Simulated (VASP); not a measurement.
A run of VASP 6.6.1 is set up as follows.

The input POSCAR:

```
AlN
1.0
    3.1120000000      0.0000000000      0.0000000000
   -1.5560000000      2.6950710566      0.0000000000
    0.0000000000      0.0000000000      4.9820000000
Al N
2 2
Direct
    0.3333333333      0.6666666667      0.0000000000
    0.6666666667      0.3333333333      0.5000000000
    0.3333333333      0.6666666667      0.3820000000
    0.6666666667      0.3333333333      0.8820000000
```

Contents of INCAR.step1:

```
SYSTEM = AlN
PREC = Accurate
ENCUT = 520
ISMEAR = 0
SIGMA = 0.1
LREAL = .FALSE.
LASPH = .TRUE.
NELM = 80
NBANDS = 16
GGA = PE
ALGO = Normal
EDIFF = 1E-4
LWAVE = .TRUE.
LCHARG = .FALSE.
```

File INCAR.step2:

```
SYSTEM = AlN
PREC = Accurate
ENCUT = 520
EDIFF = 1E-6
ISMEAR = 0
SIGMA = 0.1
LREAL = .FALSE.
LASPH = .TRUE.
NELM = 80
ALGO = Normal
ISIF = 2
LWAVE = .FALSE.
LCHARG = .FALSE.
METAGGA = R2SCAN
LMIXTAU = .TRUE.
NBANDS = 16
ISTART = 1
```

KPOINTS

```
regular mesh
0
G
  6 6 4
  0 0 0
```

Potentials or basis: VASP PAW PBE potentials, release 64 (Al, N).

The run is started by

```sh
$ cat potpaw_PBE.64/Al/POTCAR potpaw_PBE.64/N/POTCAR > POTCAR
$ cp INCAR.step1 INCAR
$ mpirun -np 1 vasp_std > vasp.out
$ cp INCAR.step2 INCAR
$ mpirun -np 1 vasp_std > vasp.out
```

(1) What does it give for the band gap on the k mesh?

(2) What does it give for the largest force?

(3) What does it give for the pressure?

## Answers

(1) 4.87 eV, direct.

(2) 0.013 eV/Å.

(3) -1.3 GPa.

Caveat: the PAW data sets were made with another functional, which shifts forces and pressure a little.
